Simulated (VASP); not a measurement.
Here is a VASP 6.6.1 calculation.

Contents of INCAR:

```
PREC = Accurate
ENCUT = 500
EDIFF = 1E-6
ISMEAR = 0
SIGMA = 0.02
LREAL = False
LASPH = True
NELM = 120
ALGO = Normal
ISIF = 2
LWAVE = False
LCHARG = False
NBANDS = 11
GGA_COMPAT = False
```

The input KPOINTS:

```
regular mesh
0
Gamma
  8 8 8
```

Contents of POSCAR:

```
BAs
1.0
    0.0000000000      2.3423282247      2.3423282247
    2.3423282247      0.0000000000      2.3423282247
    2.3423282247      2.3423282247      0.0000000000
B As
1 1
Direct
    0.0000000000      0.0000000000      0.0000000000
    0.2500000000      0.2500000000      0.2500000000
```

Potentials or basis: VASP PAW LDA potentials, release 64 (B, As).

Launch:

```bash
$ cat potpaw_LDA.64/B/POTCAR potpaw_LDA.64/As/POTCAR > POTCAR
$ mpirun -np 1 vasp_std > vasp.out
```

Problem. Estimate the band gap on the k mesh.

Solution. 1.09 eV (least direct gap 3.33 eV).

Problem. Predict the pressure.

Solution. 5.8 GPa.

Caveat: the cell differs from its parent crystal (strained cell); the cell stands under pressure. A k mesh can miss the band edges.
